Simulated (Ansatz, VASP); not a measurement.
One calculation of KBr, two programs

File INCAR:

```
PREC = Accurate
ENCUT = 520
EDIFF = 1E-6
ISMEAR = 0
SIGMA = 0.05
LREAL = False
LASPH = True
NELM = 60
ALGO = Normal
ISIF = 2
LWAVE = False
LCHARG = False
GGA = PE
NBANDS = 15
```

The input KPOINTS:

```
Automatic mesh
0
Gamma
  6 6 6
```

File POSCAR:

```
KBr
1.0
    0.0000000000      3.4242000000      3.1608000000
    3.4242000000      0.0000000000      3.1608000000
    3.4242000000      3.4242000000      0.0000000000
K Br
1 1
Direct
    0.0000000000      0.0000000000      0.0000000000
    0.5000000000      0.5000000000      0.5000000000
```

Input for Ansatz:

```yaml
crystal:
  lattice:
    - [0.0, 3.4242, 3.1608]
    - [3.4242, 0.0, 3.1608]
    - [3.4242, 3.4242, 0.0]
  atoms:
    - { symbol: K, position: [0.0, 0.0, 0.0] }
    - { symbol: Br, position: [0.5, 0.5, 0.5] }
basis:
  ecutwfc: 420
kpoints:
  mp_grid: { grid: [6, 6, 6] }
hamiltonian:
  xc: pbe
scf:
  occupations: { method: gaussian, width: 0.05 }
output:
  forces: true
  stress: true
  eigenvalues: true
```

Change from the starting cell: strain +0.040 along x and y, -0.040 along z, atoms carried along.

Alike in both runs: task single point; functional PBE; k mesh 6 × 6 × 6; occupations gaussian, width 0.05 eV; no spin polarisation.

|  | VASP | Ansatz |
| --- | --- | --- |
| version | VASP 6.6.1 | Ansatz 0.2.0 |
| potentials or method | VASP PAW PBE potentials, release 64 (K_sv, Br), cutoff 520 eV | scalar-relativistic, plane waves, PAW |
| valence electrons in the cell | 16 | 16 |

|  | VASP | Ansatz | Ansatz less VASP |
| --- | --- | --- | --- |
| gap on the k mesh at the Fermi level (eV) | 4.32 | 4.32 | +0.001 |
| least direct gap on the mesh (eV) | 4.32 | 4.32 | +0.001 |
| pressure (GPa) | 0.6 | 0.5 | -0.04 |
| traceless stress, the component that is largest in VASP (GPa) | 1.81 | 1.78 | -0.029 |

With one functional, cell and mesh, what is left measures potentials, basis and numerics.
